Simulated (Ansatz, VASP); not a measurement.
**InSb2 in VASP and in Ansatz**

File INCAR:

```
PREC     = Accurate       # precision mode
ENCUT    = 520            # plane-wave cutoff, eV
EDIFF    = 1E-7           # SCF threshold, eV
ISMEAR   = 0              # smearing method
SIGMA    = 0.1            # smearing width, eV
LREAL    = False          # projectors in reciprocal space
LASPH    = True           # aspherical terms in the spheres
NELM     = 100            # most SCF steps
ALGO     = Normal         # electronic algorithm
ISIF     = 2              # what is computed and relaxed
LWAVE    = False          # write WAVECAR
LCHARG   = True           # write CHGCAR
GGA      = PE             # functional
LELF     = True           # ELF
LVHAR    = True         
NBANDS   = 32             # bands
```

Contents of KPOINTS:

```
Automatic mesh
0
Gamma
  6 6 2
```

The input POSCAR:

```
InSb2
1.0
    4.6248627400      0.0000000000      0.0000000000
   -2.3124313700      4.0052486200      0.0000000000
    0.0000000000      0.0000000000      8.8961718200
In Sb
2 4
Direct
    0.0000000000      0.0000000000      0.0000000000
    0.0000000000      0.0000000000      0.5000000000
    0.3333333300      0.6666666700      0.0000000000
    0.6666666700      0.3333333300      0.0000000000
    0.0000000000      0.0000000000      0.7667985100
    0.0000000000      0.0000000000      0.2332014900
```

Input for Ansatz:

```yaml
crystal:
  lattice:
    - [4.62486274, 0.0, 0.0]
    - [-2.31243137, 4.00524862, 0.0]
    - [0.0, 0.0, 8.89617182]
  atoms:
    - { symbol: In, position: [0.0, 0.0, 0.0] }
    - { symbol: In, position: [0.0, 0.0, 0.5] }
    - { symbol: Sb, position: [0.33333333, 0.66666667, 0.0] }
    - { symbol: Sb, position: [0.66666667, 0.33333333, 0.0] }
    - { symbol: Sb, position: [0.0, 0.0, 0.76679851] }
    - { symbol: Sb, position: [0.0, 0.0, 0.23320149] }
basis:
  ecutwfc: 420
kpoints:
  mp_grid: { grid: [6, 6, 2] }
hamiltonian:
  xc: pbe
scf:
  occupations: { method: gaussian, width: 0.1 }
  lower_state_search: "off"
output:
  forces: true
  stress: true
  eigenvalues: true
```

Alike in both runs: task single point; functional PBE; k mesh 6 × 6 × 2; occupations gaussian, width 0.1 eV; no spin polarisation.

|  | VASP | Ansatz |
| --- | --- | --- |
| version | VASP 6.6.1 | Ansatz 0.2.0 |
| potentials or method | VASP PAW PBE potentials, release 64 (In_d, Sb), cutoff 520 eV | scalar-relativistic, plane waves, PAW |
| valence electrons in the cell | 46 | 86 |

|  | VASP | Ansatz | Ansatz less VASP |
| --- | --- | --- | --- |
| gap on the k mesh at the Fermi level (eV) | none | none | - |
| rms of the force components (eV/Å) | 4.871 | 4.880 | +0.0095 |

Atom by atom the forces differ by 0.009 eV/Å (rms over components). A gap of «none» marks a metal or a gap that the smearing closes. VASP's potentials hold 46 valence electrons a cell and Ansatz's 86, so a difference there can come from the potentials and not from the codes.

Spin-orbit coupling is off throughout.
